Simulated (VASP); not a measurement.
A run of VASP 6.6.1 is set up as follows.

Contents of INCAR:

```
  PREC = Accurate
  ENCUT = 520
  EDIFF = 1E-6
  ISMEAR = 0
  SIGMA = 0.15
  LREAL = False
  LASPH = True
  NELM = 60
  ALGO = Fast
  ISIF = 2
  LWAVE = False
  LCHARG = False
  GGA = PE
  NBANDS = 14
```

File KPOINTS:

```
regular mesh
0
Gamma
  16 16 5
```

The input POSCAR:

```
Al
1.0
   -1.6174623135      1.6174623135     -1.6174623135
   -1.6174623135     -1.6174623135      1.6174623135
   -0.4852386940      6.3081030228      6.6315954855
Al
4
Direct
   -0.0875000000     -0.1750000000      0.8750000000
    0.4875000000      0.4750000000      0.1250000000
   -0.0375000000     -0.0750000000      0.3750000000
    0.4375000000      0.3750000000      0.6250000000
```

Potentials or basis: VASP PAW PBE potentials, release 64 (Al).

Run with:

```console
$ cat potpaw_PBE.64/Al/POTCAR > POTCAR
$ mpirun -np 1 vasp_std > vasp.out
```

(1) What does it give for the pressure?

(2) Estimate the band gap on the k mesh.

(3) Estimate the largest force.

## Answers

(1) 0.8 GPa.

(2) zero (bands 6 and 7 overlap by 6.49 eV).

(3) 0.597 eV/Å.

Caveat: the cell differs from its parent crystal (the part above a cut slid along it).
